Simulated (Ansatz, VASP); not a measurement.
# Two plane-wave programs on Bi

```xyz
2
Lattice="2.2464 1.2970 3.8331 -2.2464 1.2970 3.8331 0.0000 -2.5940 3.8331" Properties=species:S:1:pos:R:3 pbc="T T T"
Bi    0.0000    0.0000    8.7710
Bi    0.0000    0.0000    2.7284
```

Alike in both runs: functional LDA; k mesh 14 × 14 × 14; occupations fermi-dirac, width 0.05 eV; no spin polarisation.

Ansatz relaxed the structure, and its values are those at the end. VASP's run is a single point on that final structure, the one shown.

|  | VASP | Ansatz |
| --- | --- | --- |
| version | VASP 6.6.1 | Ansatz 0.2.0 |
| potentials or method | VASP PAW LDA potentials, release 64 (Bi_d) | PAW with Ansatz's default frozen-core files, scalar-relativistic |
| plane-wave cutoff (eV) | 520 | 420 |
| valence electrons in the cell | 30 | 30 |

|  | VASP | Ansatz | Ansatz less VASP |
| --- | --- | --- | --- |
| pressure (GPa) | 0.1 | 0.0 | -0.10 |
| rms of the force components (eV/Å) | 0.012 | 0.000 | -0.0115 |

LDA's correlation is that of Perdew and Zunger in VASP and of Perdew and Wang (1992) in Ansatz.

Spin-orbit coupling is off throughout.
